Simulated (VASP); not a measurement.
A run of VASP 6.6.1:

Contents of INCAR:

```
SYSTEM = Ge3Te2Pt
PREC = Accurate
ENCUT = 520
EDIFF = 1E-6
ISMEAR = 0
SIGMA = 0.1
LREAL = .FALSE.
LASPH = .TRUE.
NELM = 60
ALGO = Normal
ISIF = 2
LWAVE = .FALSE.
LCHARG = .FALSE.
GGA = PE
NBANDS = 41
```

File KPOINTS:

```
Automatic mesh
0
G
  6 6 2
  0 0 0
```

Contents of POSCAR:

```
Ge3Te2Pt
1.0
    3.4028530129      0.0000000000      0.0000000000
    0.0000000000      3.4028530129      0.0000000000
    0.0000000000      0.0000000000     11.3972723520
Ge Te Pt
3 2 1
Direct
    0.0000000000      0.0000000000      0.0000000000
    0.0000000000      0.0000000000      0.6244693652
    0.0000000000      0.0000000000      0.3755306348
    0.5000000000      0.5000000000      0.8266153798
    0.5000000000      0.5000000000      0.1733846202
    0.5000000000      0.5000000000      0.5000000000
```

Potentials or basis: VASP PAW PBE potentials, release 64 (Ge_d, Te, Pt).

Launch:

```bash
$ cat potpaw_PBE.64/Ge_d/POTCAR potpaw_PBE.64/Te/POTCAR potpaw_PBE.64/Pt/POTCAR > POTCAR
$ mpirun -np 1 vasp_std > vasp.out
```

Hardware: 1 thread of AMD EPYC 9R45 96-Core Processor (Zen 5) (shared host).

Question: Estimate the wall time of this run.

Answer: Wall time 63 s on 1 thread of AMD EPYC 9R45 96-Core Processor (Zen 5) (shared host), peak memory 0.27 GiB. Counts: scf iterations 14, k points 20.
